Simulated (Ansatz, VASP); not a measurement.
One calculation of ZrN, two programs

```
Zr N
1.0
     0.00000    2.29427    2.29427
     2.29427    0.00000    2.29427
     2.29427    2.29427    0.00000
Zr N
1 1
Direct
  0.50000 0.50000 0.50000
  0.00000 0.00000 0.00000
```

Alike in both runs: task single point; functional PBE; k mesh 4 × 4 × 4; occupations gaussian, width 0.1 eV; non-collinear spin, spin-orbit coupling.

```csv
,VASP,Ansatz
version,VASP 6.6.1,Ansatz 0.2.0
potentials or method,"VASP PAW PBE potentials, release 64 (Zr_sv, N), cutoff 600 eV","plane waves, PAW"
valence electrons in the cell,17,17
```

|  | VASP | Ansatz | Ansatz less VASP |
| --- | --- | --- | --- |
| pressure (GPa) | 1.4 | 1.3 | -0.15 |
| net moment per atom (μB) | 0.00 | 0.00 | 0.000 |

Ansatz's warnings: stress scf threshold missed.

The k mesh is coarse, so the values compare programs but aren't converged.
